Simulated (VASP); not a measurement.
**TiH2: single point with PBEsol**

Crystal: TiH2.

```
CELL_PARAMETERS angstrom
3.20895 0.00000 0.00000
0.00000 3.20895 0.00000
0.00000 0.00000 4.01534
ATOMIC_POSITIONS crystal
Ti 0.00000 0.00000 0.00000
Ti 0.50000 0.50000 0.50000
H 0.50000 0.00000 0.25000
H 0.00000 0.50000 0.25000
H 0.00000 0.50000 0.75000
H 0.50000 0.00000 0.75000
```

This cell differs from its parent crystal: uniaxial strain along c: -3.0 %, then relaxed in part.

```json
{
  "Program": "VASP 6.6.1",
  "Task": "single point",
  "Functional": "PBEsol",
  "Potentials or basis": "VASP PAW PBE potentials, release 64 (Ti_sv, H)",
  "Cutoff": "520 eV",
  "k mesh": "12 × 12 × 8",
  "Occupations": "gaussian, width 0.1 eV",
  "Spin": "no spin polarisation",
  "Dipole correction": "no",
  "Further INCAR settings": "ALGO = Normal; EDIFF = 1e-06; NBANDS = 23"
}
```

```json
{
 "Pressure": "0.9 GPa",
 "Band gap on the k mesh": "zero (band 14 reaches 8.60 eV, above the bottom of band 15 at 7.74 eV)"
}
```

Stress tensor (GPa, compression positive):
```
0.00 0.00 0.00
0.00 0.00 0.00
0.00 0.00 2.85
```

Levels at points of the mesh, in eV from the Fermi level:
```csv
k point,band 12,band 13,band 14,band 15,band 16,band 17
"(0.00, 0.00, 0.00)",-3.07,-0.42,-0.42,0.17,0.95,1.11
"(0.50, 0.00, 0.00)",-4.39,-1.00,-1.00,0.61,0.61,1.05
"(0.50, 0.50, 0.00)",-5.59,-3.22,-3.22,2.20,2.20,2.45
"(0.00, 0.00, 0.50)",-4.82,0.49,0.49,0.49,0.49,0.55
"(0.50, 0.00, 0.50)",-5.11,-0.64,-0.64,0.38,0.38,2.20
"(0.50, 0.50, 0.50)",-5.73,-2.05,-2.05,1.45,1.45,2.21
```

It took 88 s on 1 thread of Intel(R) Xeon(R) Platinum 8259CL CPU @ 2.50GHz (Skylake/Cascade Lake), with other jobs on the host, peak memory 0.23 GiB.

Caveat: the cell differs from its parent crystal (uniaxial strain along c: -3.0 %, then relaxed in part); the PAW data sets were made with another functional, which shifts forces and pressure a little.
